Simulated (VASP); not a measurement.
# Pt in VASP: notebook, part 2 of 3

VASP 6.6.1. Earlier steps stand in the parts before.

## 3. Single point, r2SCAN

This run uses another cell than the first one: it holds 2 atoms, not 8.

Contents of POSCAR:

```
Pt
1.0
    1.9701103813      1.9701103813      0.0000000000
   -1.9701103813      1.9701103813      0.0000000000
    0.0000000000      0.0000000000      3.9402207626
Pt
2
Direct
    0.0000000000      0.0000000000      0.0000000000
    0.5000000000      0.5000000000      0.5000000000
```

Contents of INCAR.step1:

```
SYSTEM = Pt
PREC = Accurate
ENCUT = 520
ISMEAR = 0
SIGMA = 0.1
LREAL = .FALSE.
LASPH = .TRUE.
NELM = 100
NBANDS = 17
GGA = PE
ALGO = Normal
EDIFF = 1E-4
LWAVE = .TRUE.
LCHARG = .FALSE.
```

Contents of INCAR.step2:

```
SYSTEM = Pt
PREC = Accurate
ENCUT = 520
EDIFF = 1E-7
ISMEAR = 0
SIGMA = 0.1
LREAL = .FALSE.
LASPH = .TRUE.
NELM = 100
ALGO = Normal
ISIF = 2
LWAVE = .FALSE.
LCHARG = .FALSE.
METAGGA = R2SCAN
LMIXTAU = .TRUE.
NBANDS = 17
ISTART = 1
```

Contents of KPOINTS:

```
Automatic mesh
0
G
  18 18 14
  0 0 0
```

Potentials or basis: VASP PAW PBE potentials, release 64 (Pt).

The run is started by

```sh
cat potpaw_PBE.64/Pt/POTCAR > POTCAR
cp INCAR.step1 INCAR
mpirun -np 1 vasp_std > vasp.out
cp INCAR.step2 INCAR
mpirun -np 1 vasp_std > vasp.out
```

OUTCAR:

```text
SYSTEM = Pt
   PREC = Accurate
   ENCUT = 520
   EDIFF = 1E-7
   ISMEAR = 0
   LREAL = .FALSE.
   LASPH = .TRUE.
   NELM = 100
   ISIF = 2
   METAGGA = R2SCAN
   ISTART = 1

 ion  position               nearest neighbor table
   1  0.000  0.000  0.000-   2 2.79   2 2.79   2 2.79   2 2.79   2 2.79   2 2.79   2 2.79   2 2.79

   2  0.500  0.500  0.500-   1 2.79   1 2.79   1 2.79   1 2.79   1 2.79   1 2.79   1 2.79   1 2.79

  LATTYP: Found a simple tetragonal cell.
 ALAT       =     2.7861568206
 C/A-ratio  =     1.4142135624

  Lattice vectors:

 A1 = (   1.9701103813,   1.9701103813,   0.0000000000)
 A2 = (  -1.9701103813,   1.9701103813,   0.0000000000)
 A3 = (   0.0000000000,   0.0000000000,   3.9402207626)

Analysis of symmetry for initial positions (statically):
=====================================================================
 Subroutine PRICEL returns following result:

  LATTYP: Found a face centered cubic cell.
 ALAT       =     3.9402207626

  Lattice vectors:

 A1 = (   0.0000000000,  -1.9701103813,  -1.9701103813)
 A2 = (   1.9701103813,   0.0000000000,  -1.9701103813)
 A3 = (   1.9701103813,  -1.9701103813,   0.0000000000)

   2 primitive cells build up your supercell.

 Routine SETGRP: Setting up the symmetry group for a
 simple tetragonal supercell.

 Subroutine GETGRP returns: Found 16 space group operations
 (whereof 16 operations were pure point group operations)
 out of a pool of 16 trial point group operations.

The static configuration has the point symmetry D_4h.

Analysis of symmetry for dynamics (positions and initial velocities):
=====================================================================
 Subroutine PRICEL returns following result:

  LATTYP: Found a face centered cubic cell.
 ALAT       =     3.9402207626

  Lattice vectors:

 A1 = (   0.0000000000,  -1.9701103813,  -1.9701103813)
 A2 = (   1.9701103813,   0.0000000000,  -1.9701103813)
 A3 = (   1.9701103813,  -1.9701103813,   0.0000000000)

   2 primitive cells build up your supercell.

 Routine SETGRP: Setting up the symmetry group for a
 simple tetragonal supercell.

 Subroutine GETGRP returns: Found 16 space group operations
 (whereof 16 operations were pure point group operations)
 out of a pool of 16 trial point group operations.

The dynamic configuration has the point symmetry D_4h.

 Subroutine INISYM returns: Found 16 space group operations
 (whereof 16 operations are pure point group operations),
 and found     2 'primitive' translations

----------------------------------------------------------------------------------------

                                     Primitive cell

  volume of cell :      15.2933

  direct lattice vectors                    reciprocal lattice vectors
     0.000000000 -1.970110381 -1.970110381    -0.253792886 -0.253792886 -0.253792886
     1.970110381  0.000000000 -1.970110381     0.253792886  0.253792886 -0.253792886
     1.970110381 -1.970110381  0.000000000     0.253792886 -0.253792886  0.253792886

  length of vectors
     2.786156821  2.786156821  2.786156821     0.439582174  0.439582174  0.439582174

  position of ions in fractional coordinates (direct lattice)
     0.000000000  0.000000000  0.000000000

  ion indices of the primitive-cell ions
[... 25 lines left out ...]
 ===========================================

 Found    440 irreducible k-points:

 Following reciprocal coordinates:
            Coordinates               Weight
  0.000000  0.000000  0.000000      1.000000
  0.055556  0.000000  0.000000      4.000000
  0.111111  0.000000  0.000000      4.000000
  0.166667  0.000000  0.000000      4.000000
  0.222222  0.000000  0.000000      4.000000
  0.277778  0.000000  0.000000      4.000000
[... 16 lines left out ...]
  0.277778  0.111111  0.000000      8.000000
  0.333333  0.111111  0.000000      8.000000
 [... further k-points ...]
   k-points           NKPTS =    440   k-points in BZ     NKDIM =    440   number of bands    NBANDS=     17
   number of dos      NEDOS =    301   number of ions     NIONS =      2
   total plane-waves  NPLWV =  17280
   dimension x,y,z NGX =    24 NGY =   24 NGZ =   30
   dimension x,y,z NGXF=    48 NGYF=   48 NGZF=   60
   ions per type =               2
   NGX,Y,Z   is equivalent  to a cutoff of  14.32, 14.32, 12.66 a.u.
   NGXF,Y,Z  is equivalent  to a cutoff of  28.64, 28.64, 25.32 a.u.
 SYSTEM =  Pt
   PREC   = accura    normal or accurate (medium, high low for compatibility)
   ISTART =      1    job   : 0-new  1-cont  2-samecut
   ICHARG =      0    charge: 1-file 2-atom 10-const
   ISPIN  =      1    spin polarized calculation?
   LNONCOLLINEAR =      F non collinear calculations
   LSORBIT =      F    spin-orbit coupling
   LASPH  =      T    aspherical Exc in radial PAW
   ENCUT  =  520.0 eV  38.22 Ry    6.18 a.u.   5.18  5.18  7.33*2*pi/ulx,y,z
   NELM   =    100;   NELMIN=  2; NELMDL=  0     # of ELM steps
   EDIFF  = 0.1E-06   stopping-criterion for ELM
   LREAL  =      F    real-space projection
   EDIFFG = 0.1E-05   stopping-criterion for IOM
   NSW    =      0    number of steps for IOM
   IBRION =     -1    ionic relax: 0-MD 1-quasi-New 2-CG
   NFREE  =      0    steps in history (QN), initial steepest desc. (CG)
   ISIF   =      2    stress and relaxation
   ISYM   =      2    0-nonsym 1-usesym 2-fastsym
   POTIM  = 0.5000    time-step for ionic-motion
   TEBEG  =    0.0;   TEEND  =   0.0 temperature during run
   PSTRESS=    0.0 pullay stress
   NELECT =      20.0000    total number of electrons
   NUPDOWN=      -1.0000    fix difference up-down
   EMIN   =  10.00;   EMAX   =-10.00  energy-range for DOS
   EFERMI =   0.00;   METHOD = LEGACY
   ISMEAR =     0;   SIGMA  =   0.10  broadening in eV -4-tet -1-fermi 0-gaus
   EFERMI_NEDOS =   21; number of points for ismear=-14 and -15
   IALGO  =     38    algorithm
   IMIX   =      4    mixing-type and parameters
     AMIX     =   0.40;   BMIX     =  1.00
     AMIX_MAG =   1.60;   BMIX_MAG =  1.00
  volume/ion in A,a.u.               =      15.29       103.20
  Fermi-wavevector in a.u.,A,eV,Ry     =   1.420935  2.685178 27.470936  2.019057
  Thomas-Fermi vector in A             =   2.541798
   LORBIT       =      0    0 simple, 1 ext, 2 COOP (PROOUT), +10 PAW based schemes
   METAGGA = R2SCAN    functional components
   LHFCALC =     F    Hartree Fock is set to
   AEXX    =    0.0000 exact exchange contribution
   IVDW    =     0    specifies the selected vdW correction
   LEPSILON=     F    determine dielectric tensor
   LRPA    =     F    only Hartree local field effects (RPA)
 non-spin polarized calculation
 Gauss-broadening in eV      SIGMA  =   0.10
  energy-cutoff  :      520.00
  volume of cell :       30.59
 maximum number of plane-waves:       842
 NGX is ok and might be reduce to    24

 number of electron      19.9999999 magnetization

 Free energy of the ion-electron system (eV)
  ---------------------------------------------------
  ext. energy  EPLUGINS =         0.00000000
  ---------------------------------------------------
  free energy    TOTEN  =      -103.00896933 eV

  energy without entropy =     -102.99004491  energy(sigma->0) =     -102.99950712

 E-fermi :  10.7430     XC(G=0): -14.5366

 val. band max:       10.7427054126   @ k =   0.4444   0.1111   0.3571
 cond. band min:      10.7460589897   @ k =   0.4444   0.2778   0.2857
 fundamental gap:      0.0033535770
 Fermi energy:        10.7430192218

 k-point     1 :       0.0000    0.0000    0.0000
  band No.  band energies     occupation
      1       0.4142      2.00000
      2       3.6078      2.00000
      3       4.0345      2.00000
      4       6.9195      2.00000
      5       6.9195      2.00000
      6       6.9195      2.00000
[... 457 lines left out ...]
      4       5.7600      2.00000
      5       6.5789      2.00000
      6       7.1178      2.00000
[... 9 lines left out ...]
     16      26.1226      0.00000
     17      27.9403      0.00000

 [... further k-points ...]

------------------------ aborting loop because EDIFF is reached ----------------------------------------

  FORCE on cell =-STRESS in cart. coord.  units (eV):
  Direction    XX          YY          ZZ          XY          YZ          ZX
  --------------------------------------------------------------------------------------
  -------------------------------------------------------------------------------------
  Total        0.1208608      0.1208608      0.1295897      0.0000000     -0.0000000      0.0000000
  in kB        6.3308861      6.3308861      6.7881197      0.0000000     -0.0000000      0.0000000
  external PRESSURE =       6.4832973 kB  Pullay stress =       0.0000000 kB

 VOLUME and BASIS-vectors are now :
 -----------------------------------------------------------------------------
  energy-cutoff  :      520.00
  volume of cell :       30.59
      direct lattice vectors                 reciprocal lattice vectors
     1.970110381  1.970110381  0.000000000     0.253792886  0.253792886  0.000000000
    -1.970110381  1.970110381  0.000000000    -0.253792886  0.253792886  0.000000000
     0.000000000  0.000000000  3.940220763     0.000000000  0.000000000  0.253792886

 POSITION                                       TOTAL-FORCE (eV/Angst)
 -----------------------------------------------------------------------------------
      0.00000      0.00000      0.00000         0.000000      0.000000     -0.000000
      0.00000      1.97011      1.97011        -0.000000     -0.000000      0.000000
 -----------------------------------------------------------------------------------
    total drift:                               -0.000000      0.000000     -0.000000

  FREE ENERGIE OF THE ION-ELECTRON SYSTEM (eV)
  ---------------------------------------------------
  free  energy   TOTEN  =      -103.0089693282 eV

  energy  without entropy=     -102.9900449065  energy(sigma->0) =     -102.99950712
```

OUTCAR.step1:

```text
SYSTEM = Pt
   PREC = Accurate
   ENCUT = 520
   ISMEAR = 0
   LREAL = .FALSE.
   LASPH = .TRUE.
[... 722 lines left out ...]
      0.00000      0.00000      0.00000         0.000000     -0.000000     -0.000000
      0.00000      1.97011      1.97011        -0.000000      0.000000      0.000000
 -----------------------------------------------------------------------------------
    total drift:                               -0.000000      0.000000     -0.000000

  FREE ENERGIE OF THE ION-ELECTRON SYSTEM (eV)
  ---------------------------------------------------
  free  energy   TOTEN  =       -12.1936902163 eV

  energy  without entropy=      -12.1735170096  energy(sigma->0) =      -12.18360361
```

OSZICAR.step1:

```text
N       E                     dE             d eps       ncg     rms          rms(c)
DAV:   1     0.103864279271E+03    0.10386E+03   -0.10262E+04 15224   0.112E+03
DAV:   2    -0.110511953888E+02   -0.11492E+03   -0.10918E+03 16260   0.246E+02
DAV:   3    -0.129417155399E+02   -0.18905E+01   -0.18645E+01 18247   0.314E+01
DAV:   4    -0.129516662228E+02   -0.99507E-02   -0.99492E-02 17721   0.243E+00
DAV:   5    -0.129517637903E+02   -0.97568E-04   -0.97567E-04 18389   0.246E-01    0.175E+01
DAV:   6    -0.122747646082E+02    0.67700E+00   -0.10374E+00 15973   0.909E+00    0.927E+00
DAV:   7    -0.122009723445E+02    0.73792E-01   -0.20722E-01 17984   0.403E+00    0.308E+00
DAV:   8    -0.121941064599E+02    0.68659E-02   -0.20568E-02 16585   0.116E+00    0.814E-01
DAV:   9    -0.121936811372E+02    0.42532E-03   -0.35572E-04 17307   0.158E-01    0.503E-02
DAV:  10    -0.121936902163E+02   -0.90792E-05   -0.69533E-06  8217   0.215E-02
   1 F= -.12193690E+02 E0= -.12183604E+02  d E =-.201732E-01
```

Wall time 7.2 min (1 thread of Intel Xeon Platinum 8488C (Sapphire Rapids), shared host); peak memory 0.3 GiB.

Results:

```
Free energy            : -103.0090 eV
Pressure               : 0.6 GPa
Band gap on the k mesh : zero (bands 10 and 11 overlap by 1.70 eV)
```

Caveat: the PAW data sets were made with another functional, which shifts forces and pressure a little; spin-orbit coupling is left out, which moves the levels of the heavy elements.

(Part 2 of 3 ends here.)
